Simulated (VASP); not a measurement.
# KI (I-4m2) in VASP: a series of runs

KI is run at these levels: PBE, r2SCAN; tasks: single point.

Program: VASP 6.6.1. These are calculated values, not measurements. Logs are shortened: lines on timing, memory, paths and dates and some standing lists are left out, and cuts for length are marked.

## (1) The cell of the first run

The structure is tetragonal, space group I-4m2 (No. 119). Conventional cell: a = 5.276 Å, b = 5.276 Å, c = 8.684 Å, α = 90.00°, β = 90.00°, γ = 90.00°. K (site symmetry -4m2) has 4 I at 3.42 Å within 4.5 Å. I (site symmetry -4m2) has 4 K at 3.42 Å within 4.5 Å.

## (2) Single point, PBE (epitaxial xy strain -5.9%)

INCAR

```
SYSTEM = KI
PREC = Accurate
ENCUT = 520
EDIFF = 1E-7
ISMEAR = -1
SIGMA = 0.02
LREAL = .FALSE.
LASPH = .TRUE.
NELM = 80
ALGO = Normal
ISIF = 2
LWAVE = .FALSE.
LCHARG = .FALSE.
GGA = PE
NBANDS = 15
```

KPOINTS

```
regular mesh
0
G
  6 6 6
  0 0 0
```

POSCAR

```
KI
1.0
    0.0000000000      3.7307167210      4.3421203459
    3.7307167210      0.0000000000      4.3421203459
    3.7307167210      3.7307167210      0.0000000000
K I
1 1
Direct
    0.0000000000      0.0000000000      0.0000000000
    0.2500000000      0.2500000000      0.2500000000
```

Potentials or basis: VASP PAW PBE potentials, release 64 (K_sv, I).

Started as:

```console
$ cat potpaw_PBE.64/K_sv/POTCAR potpaw_PBE.64/I/POTCAR > POTCAR
$ mpirun -np 1 vasp_std > vasp.out
```

OUTCAR:

```text
SYSTEM = KI
   PREC = Accurate
   ENCUT = 520
   EDIFF = 1E-7
   ISMEAR = -1
   LREAL = .FALSE.
   LASPH = .TRUE.
   NELM = 80
   ISIF = 2
   GGA = PE

 ion  position               nearest neighbor table
   1  0.000  0.000  0.000-   2 3.42   2 3.42   2 3.42   2 3.42
   2  0.250  0.250  0.250-   1 3.42   1 3.42   1 3.42   1 3.42

  LATTYP: Found a body centered tetragonal cell.
 ALAT       =     5.2760301842
 C/A-ratio  =     1.6459801003

  Lattice vectors:

 A1 = (  -3.7307167210,   0.0000000000,   4.3421203459)
 A2 = (   3.7307167210,   0.0000000000,   4.3421203459)
 A3 = (   0.0000000000,   3.7307167210,  -4.3421203459)

Analysis of symmetry for initial positions (statically):
=====================================================================
 Subroutine PRICEL returns:
 Original cell was already a primitive cell.

 Routine SETGRP: Setting up the symmetry group for a
 body centered tetragonal supercell.

 Subroutine GETGRP returns: Found  8 space group operations
 (whereof  8 operations were pure point group operations)
 out of a pool of 16 trial point group operations.

The static configuration has the point symmetry D_2d.

Analysis of symmetry for dynamics (positions and initial velocities):
=====================================================================
 Subroutine PRICEL returns:
 Original cell was already a primitive cell.

 Routine SETGRP: Setting up the symmetry group for a
 body centered tetragonal supercell.

 Subroutine GETGRP returns: Found  8 space group operations
 (whereof  8 operations were pure point group operations)
 out of a pool of 16 trial point group operations.

The dynamic configuration has the point symmetry D_2d.

 Subroutine INISYM returns: Found  8 space group operations
 (whereof  8 operations are pure point group operations),
 and found     1 'primitive' translations

----------------------------------------------------------------------------------------

                                     Primitive cell

  volume of cell :     120.8694

  direct lattice vectors                    reciprocal lattice vectors
     0.000000000  3.730716721  4.342120346    -0.134022505  0.134022505  0.115151115
     3.730716721  0.000000000  4.342120346     0.134022505 -0.134022505  0.115151115
     3.730716721  3.730716721  0.000000000     0.134022505  0.134022505 -0.115151115

  length of vectors
     5.724705787  5.724705787  5.276030184     0.221774306  0.221774306  0.221774306

  position of ions in fractional coordinates (direct lattice)
     0.000000000  0.000000000  0.000000000
     0.250000000  0.250000000  0.250000000

  ion indices of the primitive-cell ions
   primitive index   ion index
                 1           1
                 2           2

----------------------------------------------------------------------------------------

 KPOINTS: regular mesh

Automatic generation of k-mesh.
 Grid dimensions read from file:
 generate k-points for:    6    6    6

 Generating k-lattice:

  Cartesian coordinates                     Fractional coordinates (reciprocal lattice)
    -0.022337084  0.022337084  0.019191853     0.166666667 -0.000000000  0.000000000
     0.022337084 -0.022337084  0.019191853    -0.000000000  0.166666667  0.000000000
     0.022337084  0.022337084 -0.019191853     0.000000000  0.000000000  0.166666667

  Length of vectors
     0.036962384  0.036962384  0.036962384

  Shift w.r.t. Gamma in fractional coordinates (k-lattice)
     0.000000000  0.000000000  0.000000000

 Subroutine IBZKPT returns following result:
 ===========================================

 Found     30 irreducible k-points:

 Following reciprocal coordinates:
            Coordinates               Weight
  0.000000  0.000000  0.000000      1.000000
  0.166667  0.000000  0.000000      8.000000
  0.333333  0.000000  0.000000      8.000000
  0.500000 -0.000000  0.000000      4.000000
  0.166667  0.166667  0.000000      2.000000
  0.333333  0.166667  0.000000      8.000000
[... 16 lines left out ...]
  0.333333  0.000000  0.333333      4.000000
  0.500000 -0.000000  0.333333     16.000000
 [... further k-points ...]
   k-points           NKPTS =     30   k-points in BZ     NKDIM =     30   number of bands    NBANDS=     15
   number of dos      NEDOS =    301   number of ions     NIONS =      2
   total plane-waves  NPLWV =  92160
   dimension x,y,z NGX =    48 NGY =   48 NGZ =   40
   dimension x,y,z NGXF=    96 NGYF=   96 NGZF=   80
   ions per type =               1   1
   NGX,Y,Z   is equivalent  to a cutoff of  13.94, 13.94, 12.60 a.u.
   NGXF,Y,Z  is equivalent  to a cutoff of  27.88, 27.88, 25.21 a.u.
 SYSTEM =  KI
   PREC   = accura    normal or accurate (medium, high low for compatibility)
   ISTART =      0    job   : 0-new  1-cont  2-samecut
   ICHARG =      2    charge: 1-file 2-atom 10-const
   ISPIN  =      1    spin polarized calculation?
   LNONCOLLINEAR =      F non collinear calculations
   LSORBIT =      F    spin-orbit coupling
   LASPH  =      T    aspherical Exc in radial PAW
   ENCUT  =  520.0 eV  38.22 Ry    6.18 a.u.  10.64 10.64  9.81*2*pi/ulx,y,z
   NELM   =     80;   NELMIN=  2; NELMDL= -5     # of ELM steps
   EDIFF  = 0.1E-06   stopping-criterion for ELM
   LREAL  =      F    real-space projection
   EDIFFG = 0.1E-05   stopping-criterion for IOM
   NSW    =      0    number of steps for IOM
   IBRION =     -1    ionic relax: 0-MD 1-quasi-New 2-CG
   NFREE  =      0    steps in history (QN), initial steepest desc. (CG)
   ISIF   =      2    stress and relaxation
   ISYM   =      2    0-nonsym 1-usesym 2-fastsym
   POTIM  = 0.5000    time-step for ionic-motion
   TEBEG  =    0.0;   TEEND  =   0.0 temperature during run
   PSTRESS=    0.0 pullay stress
   NELECT =      16.0000    total number of electrons
   NUPDOWN=      -1.0000    fix difference up-down
   EMIN   =  10.00;   EMAX   =-10.00  energy-range for DOS
   EFERMI =   0.00;   METHOD = LEGACY
   ISMEAR =    -1;   SIGMA  =   0.02  broadening in eV -4-tet -1-fermi 0-gaus
   EFERMI_NEDOS =   21; number of points for ismear=-14 and -15
   IALGO  =     38    algorithm
   IMIX   =      4    mixing-type and parameters
     AMIX     =   0.40;   BMIX     =  1.00
     AMIX_MAG =   1.60;   BMIX_MAG =  1.00
  volume/ion in A,a.u.               =      60.43       407.83
  Fermi-wavevector in a.u.,A,eV,Ry     =   0.834339  1.576673  9.471315  0.696122
  Thomas-Fermi vector in A             =   1.947714
   LORBIT       =      0    0 simple, 1 ext, 2 COOP (PROOUT), +10 PAW based schemes
   GGA     = PE    functional components
   LHFCALC =     F    Hartree Fock is set to
   AEXX    =    0.0000 exact exchange contribution
   IVDW    =     0    specifies the selected vdW correction
   LEPSILON=     F    determine dielectric tensor
   LRPA    =     F    only Hartree local field effects (RPA)
 non-spin polarized calculation
  energy-cutoff  :      520.00
  volume of cell :      120.87
 maximum number of plane-waves:      3281
 NGX is ok and might be reduce to    48
   NGX = 21   NGY = 21   NGZ = 19

 number of electron      15.9999999 magnetization

 Free energy of the ion-electron system (eV)
  ---------------------------------------------------
  ext. energy  EPLUGINS =         0.00000000
  ---------------------------------------------------
  free energy    TOTEN  =        -5.37556994 eV

  energy without entropy =       -5.37556994  energy(sigma->0) =       -5.37556994

 E-fermi :  -1.4891     XC(G=0):  -5.8436

 val. band max:       -1.9660677102   @ k =  -0.3333   0.1667   0.0000
 cond. band min:       1.8723172552   @ k =   0.0000   0.0000   0.0000
 fundamental gap:      3.8383849653
 Fermi energy:        -1.4891498364

 k-point     1 :       0.0000    0.0000    0.0000
  band No.  band energies     occupation
      1     -30.5078      2.00000
      2     -14.0105      2.00000
      3     -14.0105      2.00000
      4     -13.9922      2.00000
      5     -12.0943      2.00000
      6      -2.1371      2.00000
      7      -2.0112      2.00000
      8      -2.0112      2.00000
      9       1.8723      0.00000
     10       4.9881      0.00000
     11       5.9762      0.00000
     12       5.9960      0.00000
     13       6.2974      0.00000
     14       6.2974      0.00000
     15       6.4519      0.00000

 k-point     2 :       0.1667    0.0000    0.0000
  band No.  band energies     occupation
      1     -30.5077      2.00000
      2     -14.0239      2.00000
      3     -14.0109      2.00000
      4     -13.9965      2.00000
      5     -12.0662      2.00000
      6      -2.2235      2.00000
      7      -2.0972      2.00000
      8      -1.9998      2.00000
      9       2.2904      0.00000
     10       4.8875      0.00000
     11       5.6106      0.00000
     12       5.7752      0.00000
     13       6.3150      0.00000
     14       6.5013      0.00000
     15       6.6537      0.00000

 k-point     3 :       0.3333    0.0000    0.0000
  band No.  band energies     occupation
      1     -30.5074      2.00000
      2     -14.0537      2.00000
      3     -14.0118      2.00000
      4     -14.0007      2.00000
      5     -12.0113      2.00000
      6      -2.4561      2.00000
      7      -2.1503      2.00000
      8      -1.9775      2.00000
      9       3.1314      0.00000
     10       4.7670      0.00000
     11       5.0621      0.00000
     12       5.3891      0.00000
     13       6.3893      0.00000
     14       6.4607      0.00000
     15       6.7983      0.00000
[... 343 lines left out ...]
 k-point    23 :       0.3333    0.0000    0.3333
  band No.  band energies     occupation
      1     -30.5071      2.00000
      2     -14.0647      2.00000
      3     -14.0208      2.00000
      4     -13.9957      2.00000
      5     -11.9867      2.00000
      6      -2.4474      2.00000
      7      -2.1858      2.00000
      8      -2.1284      2.00000
      9       3.3692      0.00000
     10       4.3232      0.00000
     11       5.2061      0.00000
     12       6.1156      0.00000
     13       6.1334      0.00000
     14       6.6495      0.00000
     15       7.4633      0.00000

 k-point    24 :       0.5000   -0.0000    0.3333
  band No.  band energies     occupation
      1     -30.5070      2.00000
      2     -14.0763      2.00000
      3     -14.0230      2.00000
      4     -13.9984      2.00000
      5     -11.9604      2.00000
      6      -2.4830      2.00000
      7      -2.2235      2.00000
      8      -2.1596      2.00000
      9       3.4680      0.00000
     10       4.2174      0.00000
     11       5.4328      0.00000
     12       5.8759      0.00000
     13       6.6661      0.00000
     14       6.7207      0.00000
     15       7.1602      0.00000

 [... further k-points ...]

------------------------ aborting loop because EDIFF is reached ----------------------------------------

  FORCE on cell =-STRESS in cart. coord.  units (eV):
  Direction    XX          YY          ZZ          XY          YZ          ZX
  --------------------------------------------------------------------------------------
  -------------------------------------------------------------------------------------
  Total        0.2791145      0.2791145      0.1728505      0.0000000      0.0000000     -0.0000000
  in kB        3.6997862      3.6997862      2.2912093      0.0000000      0.0000000     -0.0000000
  external PRESSURE =       3.2302606 kB  Pullay stress =       0.0000000 kB

 VOLUME and BASIS-vectors are now :
 -----------------------------------------------------------------------------
  energy-cutoff  :      520.00
  volume of cell :      120.87
      direct lattice vectors                 reciprocal lattice vectors
     0.000000000  3.730716721  4.342120346    -0.134022505  0.134022505  0.115151115
     3.730716721  0.000000000  4.342120346     0.134022505 -0.134022505  0.115151115
     3.730716721  3.730716721  0.000000000     0.134022505  0.134022505 -0.115151115

 POSITION                                       TOTAL-FORCE (eV/Angst)
 -----------------------------------------------------------------------------------
      0.00000      0.00000      0.00000        -0.000000      0.000000     -0.000000
      1.86536      1.86536      2.17106         0.000000     -0.000000      0.000000
 -----------------------------------------------------------------------------------
    total drift:                                0.000000      0.000000      0.000000

  FREE ENERGIE OF THE ION-ELECTRON SYSTEM (eV)
  ---------------------------------------------------
  free  energy   TOTEN  =        -5.3755699436 eV

  energy  without entropy=       -5.3755699436  energy(sigma->0) =       -5.37556994
```

Wall time 2.3 min (1 thread of Intel Xeon 8259CL, shared host); peak memory 0.3 GiB.

What came out:

| Quantity | Value |
| --- | --- |
| Free energy | -5.3756 eV |
| Pressure | 0.3 GPa |
| Band gap on the k mesh | 3.84 eV (least direct gap 3.88 eV) |

Caveat: the cell differs from its parent crystal (epitaxial xy strain -5.9%); spin-orbit coupling is left out, which moves the levels of the heavy elements. A k mesh can miss the band edges.

## (3) Single point, r2SCAN (epitaxial xy strain -5.9%)

POSCAR is that of step 2.

INCAR.step1

```
PREC     = Accurate       # precision mode
ENCUT    = 520            # plane-wave cutoff, eV
ISMEAR   = 0              # smearing method
SIGMA    = 0.01           # smearing width, eV
LREAL    = False          # projectors in reciprocal space
LASPH    = True           # aspherical terms in the spheres
NELM     = 60             # most SCF steps
NBANDS   = 15             # bands
GGA      = PE             # functional
ALGO     = Normal         # electronic algorithm
EDIFF    = 1E-4           # SCF threshold, eV
LWAVE    = True           # write WAVECAR
LCHARG   = False          # write CHGCAR
```

INCAR.step2

```
PREC     = Accurate       # precision mode
ENCUT    = 520            # plane-wave cutoff, eV
EDIFF    = 1E-6           # SCF threshold, eV
ISMEAR   = 0              # smearing method
SIGMA    = 0.01           # smearing width, eV
LREAL    = False          # projectors in reciprocal space
LASPH    = True           # aspherical terms in the spheres
NELM     = 60             # most SCF steps
ALGO     = Normal         # electronic algorithm
ISIF     = 2              # what is computed and relaxed
LWAVE    = False          # write WAVECAR
LCHARG   = False          # write CHGCAR
METAGGA  = R2SCAN         # meta-GGA
LMIXTAU  = True         
NBANDS   = 15             # bands
ISTART   = 1
```

KPOINTS

```
regular mesh
0
Gamma
  6 6 6
```

Potentials or basis: VASP PAW PBE potentials, release 64 (K_sv, I).

Started as:

```console
$ cat potpaw_PBE.64/K_sv/POTCAR potpaw_PBE.64/I/POTCAR > POTCAR
$ cp INCAR.step1 INCAR
$ mpirun -np 1 vasp_std > vasp.out
$ cp INCAR.step2 INCAR
$ mpirun -np 1 vasp_std > vasp.out
```

Run time: 9.4 min. Hardware: 1 thread of Intel Xeon 8259CL, shared host; peak memory 0.34 GiB.

Results (log left out):

```
Free energy            : -33.7078 eV
Pressure               : 0.1 GPa
Band gap on the k mesh : 4.37 eV (least direct gap 4.42 eV)
```

Stress tensor (GPa, compression positive):
```
0.18 0.00 0.00
0.00 0.18 0.00
0.00 0.00 0.05
```

Levels at points of the mesh, in eV from the valence-band top:
| k point | band 4 | band 5 | band 6 | band 7 | band 8 | band 9 | band 10 | band 11 | band 12 | band 13 |
| --- | --- | --- | --- | --- | --- | --- | --- | --- | --- | --- |
| (0.00, 0.00, 0.00) | -12.42 | -10.43 | -0.17 | -0.04 | -0.04 | 4.37 | 7.56 | 8.58 | 8.65 | 8.93 |
| (0.50, 0.00, 0.00) | -12.43 | -10.32 | -0.59 | -0.21 | 0.00 | 6.17 | 6.92 | 7.46 | 7.95 | 8.91 |
| (0.50, 0.50, 0.00) | -12.45 | -10.27 | -0.67 | -0.04 | -0.04 | 5.54 | 6.79 | 8.14 | 8.94 | 8.94 |
| (0.50, 0.00, 0.50) | -12.43 | -10.28 | -0.56 | -0.22 | -0.22 | 5.64 | 6.65 | 8.66 | 9.09 | 9.33 |

Caveat: the cell differs from its parent crystal (epitaxial xy strain -5.9%); the PAW data sets were made with another functional, which shifts forces and pressure a little; spin-orbit coupling is left out, which moves the levels of the heavy elements. A k mesh can miss the band edges.
